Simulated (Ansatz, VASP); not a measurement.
One calculation of As, two programs

```xyz
6
Lattice="2.7182 -2.8225 0.0000 2.7182 2.8225 0.0000 -0.9857 0.0000 6.1663" Properties=species:S:1:pos:R:3 pbc="T T T"
As    1.2884    0.8305    2.3312
As    3.6552    0.8305    0.7519
As    3.1624   -0.8305    3.8351
As    0.7956   -0.8305    5.4144
As    1.3591    1.4113    0.0000
As    0.8663   -1.4113    3.0832
```

Alike in both runs: task relaxation of cell and atoms; functional PBE; k mesh 4 × 4 × 4; occupations gaussian, width 0.1 eV; no spin polarisation.

|  | VASP | Ansatz |
| --- | --- | --- |
| version | VASP 6.6.1 | Ansatz 0.2.0 |
| potentials or method | VASP PAW PBE potentials, release 64 (As), cutoff 600 eV | scalar-relativistic, plane waves, PAW |
| valence electrons in the cell | 30 | 90 |

Ansatz gave:

| Property | Result |
| --- | --- |
| gap on the k mesh at the Fermi level, each at its own relaxed structure (eV) | none |
| relaxed volume (Å³/atom) | 21.76 |
| relaxed length of the cell vector where the two differ most in proportion (Å) | 7.137 |

Task: Which values does VASP return?

Result: gap on the k mesh at the Fermi level, each at its own relaxed structure (eV): none; relaxed volume (Å³/atom): 23.06; relaxed length of the cell vector where the two differ most in proportion (Å): 6.988.

A gap of «none» marks a metal or a gap that the smearing closes. One of these differences is far larger than is usual between the two programs; its cause wasn't traced. VASP's potentials hold 30 valence electrons a cell and Ansatz's 90, so a difference there can come from the potentials and not from the codes.

The k mesh is coarse, so the values compare programs but aren't converged. Noted on VASP's run: the volume moved by over 15 % at a fixed basis, so the end points are rough.
